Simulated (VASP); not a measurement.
Si, 2 atoms in the cell. It takes space group P6_3/mmc (No. 194, hexagonal). The conventional cell has a = 2.712 Å, b = 2.712 Å, c = 4.573 Å, α = 90.00°, β = 90.00°, γ = 120.00°. Within 3.6 Å of Si (site symmetry -6m2) lie 12 Si at 2.71 to 2.77 Å. 

- Program: VASP 6.6.1
- Task: single point
- Functional: RPBE
- Potentials or basis: VASP PAW PBE potentials, release 64 (Si)
- Cutoff: 520 eV
- k mesh: 22 × 22 × 11
- Occupations: fermi-dirac, width 0.1 eV
- Spin: no spin polarisation
- Dipole correction: no
- Further INCAR settings: ALGO = Normal; EDIFF = 1e-06; NBANDS = 11

Potentials or basis: VASP PAW PBE potentials, release 64 (Si).

Launch:

```bash
$ cat potpaw_PBE.64/Si/POTCAR > POTCAR
$ mpirun -np 1 vasp_std > vasp.out
```

Hardware: 1 thread of AMD EPYC 9R45 (Zen 5) (shared host).

Problem. Estimate the wall time of this run.

Solution. It took 61 s on 1 thread of AMD EPYC 9R45 (Zen 5), with other jobs on the host, peak memory 0.16 GiB. Counts: scf iterations 11, k points 312.
